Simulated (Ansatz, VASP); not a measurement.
**One calculation of SiC, two programs**

INCAR

```
  PREC = Accurate
  ENCUT = 600
  EDIFF = 1E-6
  ISMEAR = -1
  SIGMA = 0.05
  LREAL = F
  LASPH = T
  NELM = 120
  ALGO = Normal
  ISIF = 2
  LWAVE = F
  LCHARG = F
  GGA = LIBXC
  LIBXC1 = GGA_X_B88
  LIBXC2 = GGA_C_PBE
  NBANDS = 16
  GGA_COMPAT = F
```

The input KPOINTS:

```
Automatic mesh
0
Gamma
  10 10 5
```

POSCAR

```
SiC
1.0
    3.0963714546      0.0000000000      0.0000000000
   -1.5481857273      2.6815363392      0.0000000000
    0.0000000000      0.0000000000      5.0814314379
Si C
2 2
Direct
    0.6666666667      0.3333333333      0.5000000000
    0.3333333333      0.6666666667      0.0000000000
    0.6666666667      0.3333333333      0.8850000000
    0.3333333333      0.6666666667      0.3850000000
```

input.yaml

```yaml
crystal:
  lattice:
    - [3.0963714546, 0.0, 0.0]
    - [-1.5481857273, 2.6815363392, 0.0]
    - [0.0, 0.0, 5.0814314379]
  atoms:
    - { symbol: Si, position: [0.6666666667, 0.3333333333, 0.5] }
    - { symbol: Si, position: [0.3333333333, 0.6666666667, 0.0] }
    - { symbol: C, position: [0.6666666667, 0.3333333333, 0.885] }
    - { symbol: C, position: [0.3333333333, 0.6666666667, 0.385] }
hamiltonian:
  xc: { exchange: b88, correlation: pbe }
  pseudopotentials: { kind: paw }
kpoints:
  mp_grid: { grid: [10, 10, 5] }
scf:
  occupations: { method: fermi_dirac, width: 0.05 }
output:
  forces: true
  stress: true
  eigenvalues: true
  write_density: true
  write_potential: true
  elf: true
  volumetric_format: npy
```

Alike in both runs: task single point; functional b88 exchange, pbe correlation; k mesh 10 × 10 × 5; occupations fermi-dirac, width 0.05 eV; no spin polarisation.

|  | VASP | Ansatz |
| --- | --- | --- |
| version | VASP 6.6.1 | Ansatz 0.2.0 |
| potentials or method | VASP PAW PBE potentials, release 64 (Si, C) | Ansatz PAW |
| plane-wave cutoff (eV) | 600 | 420 |
| valence electrons in the cell | 16 | 16 |

Ansatz gave:

| Property | Result |
| --- | --- |
| gap on the k mesh at the Fermi level (eV) | 2.52 |
| least direct gap on the mesh (eV) | 4.05 |
| pressure (GPa) | -0.5 |
| traceless stress, the component that is largest in VASP (GPa) | -2.65 |
| rms of the force components (eV/Å) | 0.417 |

Q: Estimate VASP's values.

A: gap on the k mesh at the Fermi level (eV): 2.52; least direct gap on the mesh (eV): 4.04; pressure (GPa): -0.7; traceless stress, the component that is largest in VASP (GPa): -2.64; rms of the force components (eV/Å): 0.418.

VASP's potentials were made for PBE, not for b88 exchange, pbe correlation. Atom by atom the forces differ by 0.000 eV/Å (rms over components).

Noted on Ansatz's run: odd divisions of the mesh miss points on the zone boundary, where band edges often lie, so the gap on the mesh can be too wide.
